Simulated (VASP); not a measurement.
# Li (P6_3/mmc) in VASP: single point with PBE

Aim: the single point of Li with PBE.

Everything below comes from runs of VASP 6.6.1. Logs are shortened: lines on timing, memory, paths and dates and some standing lists are left out, and cuts for length are marked.

## 1. The cell of the first run

Symmetry: P6_3/mmc, No. 194, hexagonal system. The conventional cell has a = 3.723 Å, b = 3.723 Å, c = 5.938 Å, α = 90.00°, β = 90.00°, γ = 120.00°. Li (site symmetry -6m2) has 12 Li at 3.67 to 3.72 Å within 4.8 Å.

This isn't the form of Li at room conditions, which is bcc.

## 2. Single point, PBE (K replaced by Li, lengths x 0.778, strained)

The input, INCAR:

```
PREC = Accurate ; ENCUT = 520
EDIFF = 1E-6 ; ISMEAR = 0
SIGMA = 0.1 ; LREAL = F
LASPH = T ; NELM = 100
ALGO = Normal ; ISIF = 2
LWAVE = F ; LCHARG = F
GGA = PE ; NBANDS = 10
```

The input, KPOINTS:

```
regular mesh
0
Gamma
  15 15 8
```

The input, POSCAR:

```
Li
1.0
    3.7228165813      0.0000000000      0.0000000000
   -1.8614082907      3.2240537330      0.0000000000
    0.0000000000      0.0000000000      5.9379455359
Li
2
Direct
    0.3333333300      0.6666666700      0.2500000000
    0.6666666700      0.3333333300      0.7500000000
```

Potentials or basis: VASP PAW PBE potentials, release 64 (Li_sv).

On the command line:

```console
$ cat potpaw_PBE.64/Li_sv/POTCAR > POTCAR
$ mpirun -np 1 vasp_std > vasp.out
```

OUTCAR:

```text
PREC = Accurate
   ENCUT = 520
   EDIFF = 1E-6
   ISMEAR = 0
   LREAL = F
   LASPH = T
   NELM = 100
   ISIF = 2
   GGA = PE

 ion  position               nearest neighbor table
   1  0.333  0.667  0.250-
   2  0.667  0.333  0.750-

  LATTYP: Found a hexagonal cell.
 ALAT       =     3.7228165813
 C/A-ratio  =     1.5950142604

  Lattice vectors:

 A1 = (   3.7228165813,   0.0000000000,   0.0000000000)
 A2 = (  -1.8614082907,   3.2240537330,   0.0000000000)
 A3 = (   0.0000000000,   0.0000000000,   5.9379455359)

Analysis of symmetry for initial positions (statically):
=====================================================================
 Subroutine PRICEL returns:
 Original cell was already a primitive cell.

 Routine SETGRP: Setting up the symmetry group for a
 hexagonal supercell.

 Subroutine GETGRP returns: Found 24 space group operations
 (whereof 12 operations were pure point group operations)
 out of a pool of 24 trial point group operations.

The static configuration has the point symmetry D_3d.
 The point group associated with its full space group is D_6h.

Analysis of symmetry for dynamics (positions and initial velocities):
=====================================================================
 Subroutine PRICEL returns:
 Original cell was already a primitive cell.

 Routine SETGRP: Setting up the symmetry group for a
 hexagonal supercell.

 Subroutine GETGRP returns: Found 24 space group operations
 (whereof 12 operations were pure point group operations)
 out of a pool of 24 trial point group operations.

The dynamic configuration has the point symmetry D_3d.
 The point group associated with its full space group is D_6h.

 Subroutine INISYM returns: Found 24 space group operations
 (whereof 12 operations are pure point group operations),
 and found     1 'primitive' translations

----------------------------------------------------------------------------------------

                                     Primitive cell

  volume of cell :      71.2706

  direct lattice vectors                    reciprocal lattice vectors
     3.722816581  0.000000000  0.000000000     0.268613825  0.155084264  0.000000000
    -1.861408291  3.224053733  0.000000000     0.000000000  0.310168528  0.000000000
     0.000000000  0.000000000  5.937945536     0.000000000  0.000000000  0.168408416

  length of vectors
     3.722816581  3.722816581  5.937945536     0.310168528  0.310168528  0.168408416

  position of ions in fractional coordinates (direct lattice)
     0.333333330  0.666666670  0.250000000
     0.666666670  0.333333330  0.750000000

  ion indices of the primitive-cell ions
   primitive index   ion index
                 1           1
                 2           2

----------------------------------------------------------------------------------------

 KPOINTS: regular mesh

Automatic generation of k-mesh.
 Grid dimensions read from file:
 generate k-points for:   15   15    8

 Generating k-lattice:

  Cartesian coordinates                     Fractional coordinates (reciprocal lattice)
     0.017907588  0.010338951  0.000000000     0.066666667  0.000000000  0.000000000
     0.000000000  0.020677902  0.000000000     0.000000000  0.066666667  0.000000000
     0.000000000  0.000000000  0.021051052     0.000000000  0.000000000  0.125000000

  Length of vectors
     0.020677902  0.020677902  0.021051052

  Shift w.r.t. Gamma in fractional coordinates (k-lattice)
     0.000000000  0.000000000  0.000000000

 Subroutine IBZKPT returns following result:
 ===========================================

 Found    135 irreducible k-points:

 Following reciprocal coordinates:
            Coordinates               Weight
  0.000000  0.000000  0.000000      1.000000
  0.066667 -0.000000  0.000000      6.000000
  0.133333 -0.000000  0.000000      6.000000
  0.200000 -0.000000  0.000000      6.000000
  0.266667 -0.000000  0.000000      6.000000
  0.333333 -0.000000  0.000000      6.000000
[... 16 lines left out ...]
  0.333333  0.200000  0.000000     12.000000
  0.400000  0.200000  0.000000      6.000000
 [... further k-points ...]
   k-points           NKPTS =    135   k-points in BZ     NKDIM =    135   number of bands    NBANDS=     10
   number of dos      NEDOS =    301   number of ions     NIONS =      2
   total plane-waves  NPLWV =  37632
   dimension x,y,z NGX =    28 NGY =   28 NGZ =   48
   dimension x,y,z NGXF=    56 NGYF=   56 NGZF=   96
   ions per type =               2
   NGX,Y,Z   is equivalent  to a cutoff of  12.50, 12.50, 13.44 a.u.
   NGXF,Y,Z  is equivalent  to a cutoff of  25.01, 25.01, 26.88 a.u.
 SYSTEM =  unknown system
   PREC   = accura    normal or accurate (medium, high low for compatibility)
   ISTART =      0    job   : 0-new  1-cont  2-samecut
   ICHARG =      2    charge: 1-file 2-atom 10-const
   ISPIN  =      1    spin polarized calculation?
   LNONCOLLINEAR =      F non collinear calculations
   LSORBIT =      F    spin-orbit coupling
   LASPH  =      T    aspherical Exc in radial PAW
   ENCUT  =  520.0 eV  38.22 Ry    6.18 a.u.   6.92  6.92 11.04*2*pi/ulx,y,z
   NELM   =    100;   NELMIN=  2; NELMDL= -5     # of ELM steps
   EDIFF  = 0.1E-05   stopping-criterion for ELM
   LREAL  =      F    real-space projection
   EDIFFG = 0.1E-04   stopping-criterion for IOM
   NSW    =      0    number of steps for IOM
   IBRION =     -1    ionic relax: 0-MD 1-quasi-New 2-CG
   NFREE  =      0    steps in history (QN), initial steepest desc. (CG)
   ISIF   =      2    stress and relaxation
   ISYM   =      2    0-nonsym 1-usesym 2-fastsym
   POTIM  = 0.5000    time-step for ionic-motion
   TEBEG  =    0.0;   TEEND  =   0.0 temperature during run
   PSTRESS=    0.0 pullay stress
   NELECT =       6.0000    total number of electrons
   NUPDOWN=      -1.0000    fix difference up-down
   EMIN   =  10.00;   EMAX   =-10.00  energy-range for DOS
   EFERMI =   0.00;   METHOD = LEGACY
   ISMEAR =     0;   SIGMA  =   0.10  broadening in eV -4-tet -1-fermi 0-gaus
   EFERMI_NEDOS =   21; number of points for ismear=-14 and -15
   IALGO  =     38    algorithm
   IMIX   =      4    mixing-type and parameters
     AMIX     =   0.40;   BMIX     =  1.00
     AMIX_MAG =   1.60;   BMIX_MAG =  1.00
  volume/ion in A,a.u.               =      35.64       240.48
  Fermi-wavevector in a.u.,A,eV,Ry     =   0.717500  1.355878  7.004363  0.514806
  Thomas-Fermi vector in A             =   1.806196
   LORBIT       =      0    0 simple, 1 ext, 2 COOP (PROOUT), +10 PAW based schemes
   GGA     = PE    functional components
   LHFCALC =     F    Hartree Fock is set to
   AEXX    =    0.0000 exact exchange contribution
   IVDW    =     0    specifies the selected vdW correction
   LEPSILON=     F    determine dielectric tensor
   LRPA    =     F    only Hartree local field effects (RPA)
 non-spin polarized calculation
 Gauss-broadening in eV      SIGMA  =   0.10
  energy-cutoff  :      520.00
  volume of cell :       71.27
 maximum number of plane-waves:      1934
 NGX is ok and might be reduce to    28
   NGX = 13   NGY = 13   NGZ = 23

 number of electron       6.0000000 magnetization

 Free energy of the ion-electron system (eV)
  ---------------------------------------------------
  ext. energy  EPLUGINS =         0.00000000
  ---------------------------------------------------
  free energy    TOTEN  =        -3.37952938 eV

  energy without entropy =       -3.37270485  energy(sigma->0) =       -3.37611712

 E-fermi :  -0.6156     XC(G=0):  -5.8079

 val. band max:       -0.6222224869   @ k =   0.4000  -0.0000   0.5000
 cond. band min:      -0.6140886246   @ k =   0.4667  -0.0000   0.2500
 fundamental gap:      0.0081338623
 Fermi energy:        -0.6156386773

 k-point     1 :       0.0000    0.0000    0.0000
  band No.  band energies     occupation
      1     -48.1837      2.00000
      2     -48.1822      2.00000
      3      -3.4027      2.00000
      4      -0.3641      0.00038
      5       1.0380      0.00000
      6       7.5494      0.00000
      7       7.5494      0.00000
      8       8.5694      0.00000
      9       8.5694      0.00000
     10       9.2423      0.00000

 k-point     2 :       0.0667   -0.0000    0.0000
  band No.  band energies     occupation
      1     -48.1837      2.00000
      2     -48.1821      2.00000
      3      -3.3484      2.00000
      4      -0.3016      0.00001
      5       1.0753      0.00000
      6       7.0415      0.00000
      7       7.2352      0.00000
      8       8.5185      0.00000
      9       8.7441      0.00000
     10       9.1623      0.00000

 k-point     3 :       0.1333   -0.0000    0.0000
  band No.  band energies     occupation
      1     -48.1835      2.00000
      2     -48.1821      2.00000
      3      -3.1858      2.00000
      4      -0.1145      0.00000
      5       1.1835      0.00000
      6       5.9681      0.00000
      7       6.6863      0.00000
      8       8.3266      0.00000
      9       8.8282      0.00000
     10       8.8361      0.00000

 k-point     4 :       0.2000   -0.0000    0.0000
  band No.  band energies     occupation
      1     -48.1833      2.00000
      2     -48.1820      2.00000
      3      -2.9150      2.00000
      4       0.1967      0.00000
      5       1.3496      0.00000
      6       4.7861      0.00000
      7       6.1574      0.00000
      8       7.9053      0.00000
      9       8.0889      0.00000
     10       8.6560      0.00000
[... 222 lines left out ...]
 k-point    22 :       0.2667    0.2000    0.0000
  band No.  band energies     occupation
      1     -48.1825      2.00000
      2     -48.1818      2.00000
      3      -1.4020      2.00000
      4       1.5856      0.00000
      5       1.9092      0.00000
      6       2.4522      0.00000
      7       3.5886      0.00000
      8       5.4760      0.00000
      9       6.0790      0.00000
     10       6.7262      0.00000

 k-point    23 :       0.3333    0.2000    0.0000
  band No.  band energies     occupation
      1     -48.1823      2.00000
      2     -48.1818      2.00000
      3      -0.7656      1.96606
      4       0.8504      0.00000
      5       2.3680      0.00000
      6       2.6003      0.00000
      7       3.6021      0.00000
      8       4.5600      0.00000
      9       5.5166      0.00000
     10       6.5875      0.00000

 k-point    24 :       0.4000    0.2000    0.0000
  band No.  band energies     occupation
      1     -48.1822      2.00000
      2     -48.1819      2.00000
      3      -0.1917      0.00000
      4       0.2030      0.00000
      5       2.3721      0.00000
      6       3.1189      0.00000
      7       3.6574      0.00000
      8       3.9545      0.00000
      9       5.2819      0.00000
     10       6.5433      0.00000

 [... further k-points ...]

------------------------ aborting loop because EDIFF is reached ----------------------------------------

  FORCE on cell =-STRESS in cart. coord.  units (eV):
  Direction    XX          YY          ZZ          XY          YZ          ZX
  --------------------------------------------------------------------------------------
  -------------------------------------------------------------------------------------
  Total       -1.3996621     -1.3996621     -1.3251510      0.0000000     -0.0000000      0.0000000
  in kB      -31.4647050    -31.4647050    -29.7896789      0.0000000     -0.0000000      0.0000000
  external PRESSURE =     -30.9063630 kB  Pullay stress =       0.0000000 kB

 VOLUME and BASIS-vectors are now :
 -----------------------------------------------------------------------------
  energy-cutoff  :      520.00
  volume of cell :       71.27
      direct lattice vectors                 reciprocal lattice vectors
     3.722816581  0.000000000  0.000000000     0.268613825  0.155084264  0.000000000
    -1.861408291  3.224053733  0.000000000     0.000000000  0.310168528  0.000000000
     0.000000000  0.000000000  5.937945536     0.000000000  0.000000000  0.168408416

 POSITION                                       TOTAL-FORCE (eV/Angst)
 -----------------------------------------------------------------------------------
     -0.00000      2.14937      1.48449         0.000000     -0.000000      0.000000
      1.86141      1.07468      4.45346        -0.000000      0.000000      0.000000
 -----------------------------------------------------------------------------------
    total drift:                               -0.000002      0.000001      0.000000

  FREE ENERGIE OF THE ION-ELECTRON SYSTEM (eV)
  ---------------------------------------------------
  free  energy   TOTEN  =        -3.3795293846 eV

  energy  without entropy=       -3.3727048502  energy(sigma->0) =       -3.37611712
```

Wall time 100 s (1 thread of Intel Xeon 8259CL, shared host); peak memory 0.21 GiB.

What came out:

- Free energy: -3.3795 eV
- Band gap on the k mesh: zero (bands 3 and 4 overlap by 3.46 eV)

Levels at points of the mesh, in eV from the Fermi level:
```tsv
k point	band 1	band 2	band 3	band 4	band 5	band 6	band 7	band 8
(0.00, 0.00, 0.00)	-47.57	-47.57	-2.79	0.25	1.65	8.17	8.17	9.19
(0.00, 0.00, 0.50)	-47.57	-47.57	-1.89	-1.89	5.61	5.61	8.78	8.78
```

Caveat: the cell differs from its parent crystal (K replaced by Li, lengths x 0.778, strained); the cutoff is under 1.25 times the usual one of these potentials, so pressure, stress and relaxed cells hold a basis-set (Pulay) error.
